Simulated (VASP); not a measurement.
A run of VASP 6.6.1:

The input INCAR:

```
PREC = Accurate
ENCUT = 520
EDIFF = 1E-7
ISMEAR = 0
SIGMA = 0.1
LREAL = False
LASPH = True
NELM = 100
ALGO = Normal
ISIF = 2
LWAVE = False
LCHARG = False
GGA = PE
NBANDS = 23
```

KPOINTS

```
regular mesh
0
Gamma
  6 6 4
```

POSCAR

```
SiBF
1.0
    3.1077364347      0.0000000000      0.0000000000
    0.0000000000      3.1077364347      0.0000000000
    0.0000000000      0.0000000000      6.1183095489
Si B F
2 2 2
Direct
    0.5000000000      0.0000000000      0.7632015510
    0.0000000000      0.5000000000      0.2367984490
    0.5000000000      0.0000000000      0.1131449739
    0.0000000000      0.5000000000      0.8868550261
    0.0000000000      0.0000000000      0.5000000000
    0.5000000000      0.5000000000      0.5000000000
```

Potentials or basis: VASP PAW PBE potentials, release 64 (Si, B, F).

Command:

```console
$ cat potpaw_PBE.64/Si/POTCAR potpaw_PBE.64/B/POTCAR potpaw_PBE.64/F/POTCAR > POTCAR
$ mpirun -np 1 vasp_std > vasp.out
```

Hardware: 1 thread of Oxide Virtual Turin-like Processor, on a shared host.

Task: How long does it take, and how much memory?

Result: Wall time 49 s on 1 thread of Oxide Virtual Turin-like Processor (shared host), peak memory 0.15 GiB. Counts: scf iterations 13, k points 30.
